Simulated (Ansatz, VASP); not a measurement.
# Two plane-wave programs on MgSi3N2

```
Mg Si N
1.0
     2.38402    1.37641    4.12805
    -2.38402    1.37641    4.12805
     0.00000   -2.75282    4.12805
Mg Si N
1 3 2
Direct
  0.00000 0.00000 0.00000
  0.50000 0.50000 0.50000
  0.29694 0.29694 0.29694
  0.70306 0.70306 0.70306
  0.83769 0.83769 0.83769
  0.16231 0.16231 0.16231
```

Alike in both runs: task single point; functional PBE; k mesh 6 × 6 × 6; occupations gaussian, width 0.1 eV; collinear spin.

|  | VASP | Ansatz |
| --- | --- | --- |
| version | VASP 6.6.1 | Ansatz 0.2.0 |
| potentials or method | VASP PAW PBE potentials, release 64 (Mg, Si, N), cutoff 520 eV | scalar-relativistic, plane waves, PAW |
| valence electrons in the cell | 24 | 32 |

```tsv
	VASP	Ansatz	Ansatz less VASP
gap on the k mesh at the Fermi level (eV)	none	none	-
pressure (GPa)	-0.1	0.0	+0.07
traceless stress, the component that is largest in VASP (GPa)	0.23	0.04	-0.191
rms of the force components (eV/Å)	0.027	0.005	-0.0223
net moment per atom (μB)	0.00	0.00	0.000
```

Atom by atom the forces differ by 0.023 eV/Å (rms over components). A gap of «none» marks a metal or a gap that the smearing closes. VASP's potentials hold 24 valence electrons a cell and Ansatz's 32, so a difference there can come from the potentials and not from the codes. Ansatz's warnings: seeded moment not kept.
